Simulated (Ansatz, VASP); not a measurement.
**Two plane-wave programs on C**

```
C
1.0
     0.00000    1.72990    1.83690
     1.72990    0.00000    1.83690
     1.72990    1.72990    0.00000
C
2
Direct
  0.50000 0.50000 0.50000
  0.75000 0.75000 0.75000
```

Change from the starting cell: strain -0.030 along x and y, +0.030 along z, atoms carried along.

Alike in both runs: task single point; functional PBE; k mesh 12 × 12 × 12; occupations gaussian, width 0.05 eV; no spin polarisation.

|  | VASP | Ansatz |
| --- | --- | --- |
| version | VASP 6.6.1 | Ansatz 0.2.0 |
| potentials or method | VASP PAW PBE potentials, release 64 (C), cutoff 520 eV | scalar-relativistic, plane waves, PAW |
| valence electrons in the cell | 8 | 8 |

```csv
,VASP,Ansatz,Ansatz less VASP
gap on the k mesh at the Fermi level (eV),3.45,3.46,+0.007
least direct gap on the mesh (eV),5.13,5.14,+0.005
pressure (GPa),17.2,16.4,-0.80
"traceless stress, the component that is largest in VASP (GPa)",-40.82,-40.84,-0.024
```
